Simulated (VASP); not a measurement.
# Cu (Cmcm) in VASP: a series of runs

The runs below take Cu through vibrations by perturbation theory, single point, with PBEsol, PBE.

All numbers are computed with VASP 6.6.1; they aren't measurements. Logs are shortened: lines on timing, memory, paths and dates and some standing lists are left out, and cuts for length are marked.

### 1 The cell of the first run

Symmetry: Cmcm, No. 63, orthorhombic system. Conventional cell: a = 2.437 Å, b = 7.953 Å, c = 2.475 Å, α = 90.00°, β = 90.00°, γ = 90.00°. Within 3.2 Å of Cu (site symmetry m2m) lie 10 Cu at 2.44 to 2.54 Å.

### 2 Vibrations by perturbation theory, PBEsol

Input file INCAR:

```
SYSTEM = Cu
  PREC = Accurate
  ENCUT = 520
  EDIFF = 1E-8
  ISMEAR = -1
  SIGMA = 0.05
  LREAL = .FALSE.
  LASPH = .TRUE.
  NELM = 100
  ALGO = Fast
  ISIF = 2
  LWAVE = .FALSE.
  LCHARG = .TRUE.
  GGA = PS
  NBANDS = 18
  IBRION = 8
  NSW = 1
```

Input file KPOINTS:

```
regular mesh
0
G
  10 10 10
  0 0 0
```

Input file POSCAR:

```
Cu
1.0
    1.2184636900     -3.9763780104      0.0000000000
    1.2184636900      3.9763780104      0.0000000000
    0.0000000000      0.0000000000      2.4754955235
Cu
2
Direct
    0.8661333500      0.1338666500      0.7500000000
    0.1338666500      0.8661333500      0.2500000000
```

Potentials or basis: VASP PAW PBE potentials, release 64 (Cu).

On the command line:

```
$ cat potpaw_PBE.64/Cu/POTCAR > POTCAR
$ mpirun -np 1 vasp_std > vasp.out
```

OUTCAR:

```text
SYSTEM = Cu
   PREC = Accurate
   ENCUT = 520
   EDIFF = 1E-8
   ISMEAR = -1
   LREAL = .FALSE.
   LASPH = .TRUE.
   NELM = 100
   ISIF = 2
   GGA = PS
   IBRION = 8
   NSW = 1

 ion  position               nearest neighbor table
   1  0.866  0.134  0.750-   2 2.46   2 2.46   2 2.54   2 2.54   2 2.54   2 2.54
   2  0.134  0.866  0.250-   1 2.46   1 2.46   1 2.54   1 2.54   1 2.54   1 2.54

  LATTYP: Found a base centered orthorhombic cell.
 ALAT       =     2.4369273800
 B/A-ratio  =     3.2634357864
 C/A-ratio  =     1.0158265461

  Lattice vectors:

 A1 = (   1.2184636900,  -3.9763780104,   0.0000000000)
 A2 = (   1.2184636900,   3.9763780104,   0.0000000000)
 A3 = (   0.0000000000,   0.0000000000,   2.4754955235)

Analysis of symmetry for initial positions (statically):
=====================================================================
 Subroutine PRICEL returns:
 Original cell was already a primitive cell.

 Routine SETGRP: Setting up the symmetry group for a
 base centered orthorhombic supercell.

 Subroutine GETGRP returns: Found  8 space group operations
 (whereof  4 operations were pure point group operations)
 out of a pool of  8 trial point group operations.

The static configuration has the point symmetry C_2h.
 The point group associated with its full space group is D_2h.

Analysis of symmetry for dynamics (positions and initial velocities):
=====================================================================
 Subroutine PRICEL returns:
 Original cell was already a primitive cell.

 Routine SETGRP: Setting up the symmetry group for a
 base centered orthorhombic supercell.

 Subroutine GETGRP returns: Found  8 space group operations
 (whereof  4 operations were pure point group operations)
 out of a pool of  8 trial point group operations.

The dynamic configuration has the point symmetry C_2h.
 The point group associated with its full space group is D_2h.

 Subroutine INISYM returns: Found  8 space group operations
 (whereof  4 operations are pure point group operations),
[... 673 lines left out ...]
      direct lattice vectors                 reciprocal lattice vectors
     1.218463690 -3.976378010  0.000000000     0.410352811 -0.125742572  0.000000000
     1.218463690  3.976378010  0.000000000     0.410352811  0.125742572  0.000000000
     0.000000000  0.000000000  2.475495523     0.000000000  0.000000000  0.403959527

 POSITION                                       TOTAL-FORCE (eV/Angst)
 -----------------------------------------------------------------------------------
      1.21846     -2.91177      1.85662         0.000000      0.003527      0.000000
      1.21846      2.91177      0.61887         0.000000     -0.003527     -0.000000
 -----------------------------------------------------------------------------------
    total drift:                                0.000000      0.000000      0.000000

  FREE ENERGIE OF THE ION-ELECTRON SYSTEM (eV)
  ---------------------------------------------------
  free  energy   TOTEN  =        -8.3026905089 eV

  energy  without entropy=       -8.2983387332  energy(sigma->0) =       -8.30051462

[... ionic steps 2 to 3 ...]

--------------------------------------- Ionic step        4  -------------------------------------------

------------------------ aborting loop because EDIFF is reached ----------------------------------------

--------------------------------------- Ionic step        5  -------------------------------------------

------------------------ aborting loop because EDIFF is reached ----------------------------------------

--------------------------------------- Ionic step        6  -------------------------------------------

 Free energy of the ion-electron system (eV)
  ---------------------------------------------------
  ---------------------------------------------------
  free energy    TOTEN  =        -0.23347230 eV

  energy without entropy =       -0.23347230

------------------------ aborting loop because EDIFF is reached ----------------------------------------

 INTERNAL STRAIN TENSOR  FOR ION    1  DIRECTION 3   (eV/Angst):
 -----------------------------------------------------------------------------
     0.01174  0.00000  0.00000
     0.00000 -0.01156  0.43778
     0.00000  0.42762 -0.01024

 INTERNAL STRAIN TENSOR FOR ION    2 for displacements in x,y,z  (eV/Angst):
          X           Y           Z          XY          YZ          ZX
  --------------------------------------------------------------------------------
  x     0.00000     0.00000     0.00000    -4.54581     0.00000     0.00000
  y    -3.94119     0.87650    -0.79696     0.00000     0.00000     0.00000
  z     0.00000     0.00000     0.00000     0.00000    -0.42762     0.00000

 SECOND DERIVATIVES (NOT SYMMETRIZED)
 ------------------------------------
               1X          1Y          1Z          2X          2Y          2Z
  1X    -1.065122    0.000000    0.000000    1.065122    0.000000    0.000000
  1Y     0.000000   -7.656142    0.000000    0.000000    7.656142    0.000000
  1Z     0.000000    0.000000   -2.702662    0.000000    0.000000    2.702662
  2X     1.065122    0.000000    0.000000   -1.065122    0.000000    0.000000
  2Y     0.000000    7.656142    0.000000    0.000000   -7.656142    0.000000
  2Z     0.000000    0.000000    2.702662    0.000000    0.000000   -2.702662

 Eigenvectors and eigenvalues of the dynamical matrix
 ----------------------------------------------------

   1 f  =    7.674085 THz    48.217697 2PiTHz  255.979917 cm-1    31.737451 meV
             X         Y         Z           dx          dy          dz
      1.218464 -2.911769  1.856622     0.000000   -0.707107    0.000000
      1.218464  2.911769  0.618874     0.000000    0.707107    0.000000
[... 21 lines left out ...]
   6 f  =    0.000000 THz     0.000000 2PiTHz    0.000000 cm-1     0.000000 meV
             X         Y         Z           dx          dy          dz
      1.218464 -2.911769  1.856622     0.000000    0.000000    0.707107
      1.218464  2.911769  0.618874     0.000000    0.000000    0.707107

--------------------------------------------------------------------------------------------------------

 ELASTIC MODULI CONTR FROM IONIC RELAXATION (kBar)
 Direction    XX          YY          ZZ          XY          YZ          ZX
 --------------------------------------------------------------------------------
 XX        -135.5071     30.1361    -27.4012     -0.0000      0.0000      0.0000
 YY          30.1361     -6.7021      6.0939      0.0000      0.0000      0.0000
 ZZ         -27.4012      6.0939     -5.5409     -0.0000      0.0000      0.0000
 XY          -0.0000      0.0000     -0.0000  -1295.8085      0.0000      0.0000
 YZ           0.0000      0.0000      0.0000      0.0000     -4.5190      0.0000
 ZX           0.0000      0.0000      0.0000      0.0000      0.0000      0.0000
 --------------------------------------------------------------------------------
```

OSZICAR:

```text
N       E                     dE             d eps       ncg     rms          rms(c)
DAV:   1     0.123850000654E+03    0.12385E+03   -0.10391E+04  7072   0.215E+03
[... 101 lines left out ...]
RMM:  23    -0.233472304785E+00    0.49447E-09   -0.14566E-06 23248   0.648E-03    0.383E-07
RMM:  24    -0.233472304604E+00    0.18067E-09   -0.14552E-06 23351   0.649E-03    0.425E-07
RMM:  25    -0.233472304422E+00    0.18159E-09   -0.14525E-06 23799   0.649E-03    0.462E-07
RMM:  26    -0.233472304395E+00    0.27859E-10   -0.14515E-06 23884   0.650E-03    0.499E-07
RMM:  27    -0.233472303689E+00    0.70529E-09   -0.14446E-06 24277   0.649E-03    0.523E-07
RMM:  28    -0.233472303600E+00    0.88823E-10   -0.14428E-06 24329   0.650E-03    0.555E-07
RMM:  29    -0.233472304062E+00   -0.46175E-09   -0.14457E-06 24659   0.649E-03    0.572E-07
 Linear response finished
```

It took 6.4 min on 1 thread of Intel Xeon 6975P-C (Granite Rapids), shared host; peak memory 0.47 GiB.

What came out:

```yaml
Highest_phonon_frequency_at_Γ: 256 cm⁻¹
```

Phonon frequencies in cm⁻¹ (negative: imaginary):
```tsv
q point	frequencies
(0.000, 0.000, 0.000)	0 0 0 95 152 256
```

### 3 Single point, PBE

POSCAR is that of step 2.

Input file INCAR.step1:

```
ALGO = Normal
EDIFF = 1E-6
ENCUT = 520
GGA = PE
ISIF = 2
ISMEAR = -1
LASPH = T
LCHARG = T
LMAXMIX = 4
LREAL = F
LWAVE = F
NBANDS = 18
NELM = 60
PREC = Accurate
SIGMA = 0.05
```

Input file KPOINTS.step1:

```
k-points
0
Gamma
  11 11 11
```

Input file INCAR.step2:

```
ALGO = Normal
EDIFF = 1E-6
ENCUT = 520
GGA = PE
ICHARG = 11
ISIF = 2
ISMEAR = -5
LASPH = T
LCHARG = F
LMAXMIX = 4
LORBIT = 11
LREAL = F
LWAVE = F
NEDOS = 1001
NELM = 60
PREC = Accurate
SIGMA = 0.05
```

Input file KPOINTS.step2:

```
k-points
0
Gamma
  17 17 17
```

Potentials or basis: VASP PAW PBE potentials, release 64 (Cu).

On the command line:

```
$ cat potpaw_PBE.64/Cu/POTCAR > POTCAR
$ cp INCAR.step1 INCAR
$ cp KPOINTS.step1 KPOINTS
$ mpirun -np 1 vasp_std > vasp.out
$ cp INCAR.step2 INCAR
$ cp KPOINTS.step2 KPOINTS
$ mpirun -np 1 vasp_std > vasp.out
```

It took 1.7 min on 1 thread of Intel Xeon Platinum 8488C (Sapphire Rapids), shared host; peak memory 0.34 GiB.

The run converged. Its results:

```
Valence electrons inside the program's atomic spheres : Cu 10.03
```

Levels at points of the mesh, in eV from the Fermi level:
| k point | band 8 | band 9 | band 10 | band 11 | band 12 | band 13 | band 14 | band 15 |
| --- | --- | --- | --- | --- | --- | --- | --- | --- |
| (0.00, 0.00, 0.00) | -2.02 | -1.83 | -1.69 | -1.44 | -0.04 | 4.81 | 14.77 | 18.42 |
